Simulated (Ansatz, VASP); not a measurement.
**Two plane-wave programs on EuH4**

```
CELL_PARAMETERS angstrom
4.14313 0.00000 0.00000
-2.07156 3.58806 0.00000
0.00000 0.00000 5.10108
ATOMIC_POSITIONS crystal
Eu 0.00000 0.00000 0.00000
H 0.50000 0.00000 0.00000
H 0.00000 0.50000 0.00000
H 0.50000 0.50000 0.00000
H 0.00000 0.00000 0.50000
```

Alike in both runs: task single point; functional PBE; k mesh 6 × 6 × 4; occupations gaussian, width 0.1 eV; collinear spin.

```csv
,VASP,Ansatz
version,VASP 6.6.1,Ansatz 0.2.0
potentials or method,"VASP PAW PBE potentials, release 64 (Eu, H), cutoff 520 eV","scalar-relativistic, plane waves, PAW"
valence electrons in the cell,21,21
```

```tsv
	VASP	Ansatz	Ansatz less VASP
gap on the k mesh at the Fermi level (eV)	none	none	-
pressure (GPa)	1.7	1.8	+0.06
traceless stress, the component that is largest in VASP (GPa)	-9.06	-8.99	+0.076
net moment per atom (μB)	1.28	1.28	-0.001
size of the moment on the site where the two differ most (μB)	6.24	6.03	-0.209
```

Site moments also hang on the region over which each program counts them. A gap of «none» marks a metal or a gap that the smearing closes.

Neither program's run includes spin-orbit coupling.
